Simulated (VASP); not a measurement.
# SrO (Fm-3m) in VASP: a series of runs, part 2 of 2

VASP 6.6.1. The steps go on from the part before.

## Step 4: Single point, PBE (strain +0.015 along x and y, +0.015 along z)

Contents of INCAR:

```
SYSTEM = SrO
PREC     = Accurate       ! precision mode
ENCUT    = 520            ! plane-wave cutoff, eV
EDIFF    = 1E-7           ! SCF threshold, eV
ISMEAR   = 0              ! smearing method
SIGMA    = 0.05           ! smearing width, eV
LREAL    = .FALSE.        ! projectors in reciprocal space
LASPH    = .TRUE.         ! aspherical terms in the spheres
NELM     = 100            ! most SCF steps
ALGO     = Normal         ! electronic algorithm
ISIF     = 2              ! what is computed and relaxed
LWAVE    = .FALSE.        ! write WAVECAR
LCHARG   = .FALSE.        ! write CHGCAR
GGA      = PE             ! functional
NBANDS   = 15             ! bands
```

Contents of KPOINTS:

```
regular mesh
0
G
  8 8 8
  0 0 0
```

Contents of POSCAR:

```
SrO
1.0
    0.0000000000      2.6083470000      2.6083470000
    2.6083470000      0.0000000000      2.6083470000
    2.6083470000      2.6083470000      0.0000000000
Sr O
1 1
Direct
    0.0000000000      0.0000000000      0.0000000000
    0.5000000000      0.5000000000      0.5000000000
```

Potentials or basis: VASP PAW PBE potentials, release 64 (Sr_sv, O).

On the command line:

```sh
$ cat potpaw_PBE.64/Sr_sv/POTCAR potpaw_PBE.64/O/POTCAR > POTCAR
$ mpirun -np 1 vasp_std > vasp.out
```

OUTCAR:

```text
SYSTEM = SrO
   PREC = Accurate
   ENCUT = 520
   EDIFF = 1E-7
   ISMEAR = 0
   LREAL = .FALSE.
   LASPH = .TRUE.
   NELM = 100
   ISIF = 2
   GGA = PE

 ion  position               nearest neighbor table
   1  0.000  0.000  0.000-   2 2.61   2 2.61   2 2.61   2 2.61   2 2.61   2 2.61
   2  0.500  0.500  0.500-   1 2.61   1 2.61   1 2.61   1 2.61   1 2.61   1 2.61

  LATTYP: Found a face centered cubic cell.
 ALAT       =     5.2166940000

  Lattice vectors:

 A1 = (   0.0000000000,   2.6083470000,   2.6083470000)
 A2 = (   2.6083470000,   0.0000000000,   2.6083470000)
 A3 = (   2.6083470000,   2.6083470000,   0.0000000000)

Analysis of symmetry for initial positions (statically):
=====================================================================
 Subroutine PRICEL returns:
 Original cell was already a primitive cell.

 Routine SETGRP: Setting up the symmetry group for a
 face centered cubic supercell.

 Subroutine GETGRP returns: Found 48 space group operations
 (whereof 48 operations were pure point group operations)
 out of a pool of 48 trial point group operations.

The static configuration has the point symmetry O_h .

Analysis of symmetry for dynamics (positions and initial velocities):
[... 179 lines left out ...]
     12       7.5770      0.00000
     13       9.6486      0.00000
     14       9.6486      0.00000
[... 401 lines left out ...]
      2     -14.7330      2.00000
      3     -13.0967      2.00000
      4     -12.9576      2.00000
      5     -11.9090      2.00000
      6      -0.0597      2.00000
      7       0.6408      2.00000
      8       0.6987      2.00000
      9       7.6729      0.00000
     10       8.0230      0.00000
     11      10.4137      0.00000
     12      10.6846      0.00000
     13      12.6588      0.00000
     14      13.9417      0.00000
     15      14.2856      0.00000

 [... further k-points ...]

------------------------ aborting loop because EDIFF is reached ----------------------------------------

  FORCE on cell =-STRESS in cart. coord.  units (eV):
  Direction    XX          YY          ZZ          XY          YZ          ZX
  --------------------------------------------------------------------------------------
  -------------------------------------------------------------------------------------
  Total       -0.1219489     -0.1219489     -0.1219489     -0.0000000     -0.0000000      0.0000000
  in kB       -5.5050644     -5.5050644     -5.5050644     -0.0000000     -0.0000000      0.0000000
  external PRESSURE =      -5.5050644 kB  Pullay stress =       0.0000000 kB

 VOLUME and BASIS-vectors are now :
 -----------------------------------------------------------------------------
  energy-cutoff  :      520.00
  volume of cell :       35.49
      direct lattice vectors                 reciprocal lattice vectors
     0.000000000  2.608347000  2.608347000    -0.191692286  0.191692286  0.191692286
     2.608347000  0.000000000  2.608347000     0.191692286 -0.191692286  0.191692286
     2.608347000  2.608347000  0.000000000     0.191692286  0.191692286 -0.191692286

 POSITION                                       TOTAL-FORCE (eV/Angst)
 -----------------------------------------------------------------------------------
      0.00000      0.00000      0.00000         0.000000     -0.000000     -0.000000
      2.60835      2.60835      2.60835         0.000000      0.000000      0.000000
 -----------------------------------------------------------------------------------
    total drift:                                0.000000      0.000000      0.000000

  FREE ENERGIE OF THE ION-ELECTRON SYSTEM (eV)
  ---------------------------------------------------
  free  energy   TOTEN  =       -12.0548869795 eV

  energy  without entropy=      -12.0548869795  energy(sigma->0) =      -12.05488698
```

OSZICAR:

```text
N       E                     dE             d eps       ncg     rms          rms(c)
DAV:   1     0.677482098865E+02    0.67748E+02   -0.82753E+03   870   0.103E+03
DAV:   2    -0.110446744497E+02   -0.78793E+02   -0.72197E+02  1214   0.221E+02
DAV:   3    -0.141868728335E+02   -0.31422E+01   -0.31271E+01  1069   0.392E+01
DAV:   4    -0.142515146563E+02   -0.64642E-01   -0.64634E-01  1087   0.545E+00
DAV:   5    -0.142535509126E+02   -0.20363E-02   -0.20363E-02  1108   0.784E-01    0.152E+01
DAV:   6    -0.122188331880E+02    0.20347E+01   -0.68531E+00   884   0.192E+01    0.179E+01
DAV:   7    -0.120640824872E+02    0.15475E+00   -0.33184E-01   996   0.501E+00    0.104E+01
DAV:   8    -0.120532340551E+02    0.10848E-01   -0.12327E-01  1087   0.354E+00    0.362E-01
DAV:   9    -0.120542517050E+02   -0.10176E-02   -0.63715E-03  1056   0.511E-01    0.235E-01
DAV:  10    -0.120547022594E+02   -0.45055E-03   -0.44152E-04   961   0.201E-01    0.926E-02
DAV:  11    -0.120548679050E+02   -0.16565E-03   -0.17656E-04   933   0.979E-02    0.278E-02
DAV:  12    -0.120548875953E+02   -0.19690E-04   -0.29366E-05   940   0.390E-02    0.230E-02
DAV:  13    -0.120548873107E+02    0.28461E-06   -0.16568E-06   996   0.116E-02    0.356E-03
DAV:  14    -0.120548870061E+02    0.30464E-06   -0.17875E-07  1135   0.320E-03    0.221E-03
DAV:  15    -0.120548869795E+02    0.26576E-07   -0.11115E-08   484   0.109E-03
   1 F= -.12054887E+02 E0= -.12054887E+02  d E =-.156747E-16
```

Run time: 7.9 s. Hardware: 1 thread of Intel Xeon 6975P-C (Granite Rapids), shared host; peak memory 0.16 GiB.

What came out:

```
Free energy            : -12.0549 eV
Pressure               : -0.6 GPa
Band gap on the k mesh : 3.29 eV, indirect (least direct gap 3.40 eV)
```

Caveat: the cell differs from its parent crystal (strain +0.015 along x and y, +0.015 along z). A k mesh can miss the band edges.

## Step 5: Summary

```csv
cell,gap on the mesh (eV),pressure (GPa)
"a = 3.525 Å, angles 60.0°, 2 atoms",3.19,14.7
"a = 3.580 Å, angles 60.0°, 2 atoms",3.23,8.5
"a = 3.689 Å, angles 60.0°, 2 atoms",3.29,-0.6
```

Alike in all rows: task single point; level PBE; potentials or basis VASP PAW PBE potentials, release 64 (Sr_sv, O); no spin polarisation; k mesh 8 × 8 × 8; cutoff (eV) 520; smearing gaussian 0.05 eV.

Total energies depend on the potentials used, so only differences within one code and one set of settings carry meaning.
